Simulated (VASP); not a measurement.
Input of a VASP 6.6.1 run:

The input INCAR:

```
SYSTEM = PbS
  PREC = Accurate
  ENCUT = 520
  EDIFF = 1E-6
  ISMEAR = 0
  SIGMA = 0.05
  LREAL = .False.
  LASPH = .True.
  NELM = 80
  ALGO = Normal
  ISIF = 2
  LWAVE = .False.
  LCHARG = .False.
  GGA = PS
  NBANDS = 17
```

The input KPOINTS:

```
regular mesh
0
Gamma
  10 10 10
  0 0 0
```

POSCAR

```
PbS
1.0
    0.0000000000      2.8538718000      2.8538718000
    2.9724718000     -0.1186000000      2.9724718000
    2.8538718000      2.8538718000      0.0000000000
Pb S
1 1
Direct
   -0.0029208277      0.0087624830     -0.0029208277
    0.5029208277      0.4912375170      0.5029208277
```

Potentials or basis: VASP PAW PBE potentials, release 64 (Pb_d, S).

Command:

```bash
$ cat potpaw_PBE.64/Pb_d/POTCAR potpaw_PBE.64/S/POTCAR > POTCAR
$ mpirun -np 1 vasp_std > vasp.out
```

**Question.** Predict the largest force.

**Answer.** 0.043 eV/Å.

**Question.** Estimate the pressure.

**Answer.** 2.5 GPa.

**Question.** Estimate the band gap on the k mesh.

**Answer.** Zero (band 10 reaches 6.65 eV, above the bottom of band 11 at 6.43 eV).

Stress tensor (GPa, compression positive):
```
 2.51  0.79 -0.79
 0.79  2.51  0.79
-0.79  0.79  2.51
```

Caveat: the cell differs from its parent crystal (strained and its atoms moved); the PAW data sets were made with another functional, which shifts forces and pressure a little; spin-orbit coupling is left out, which moves the levels of the heavy elements.
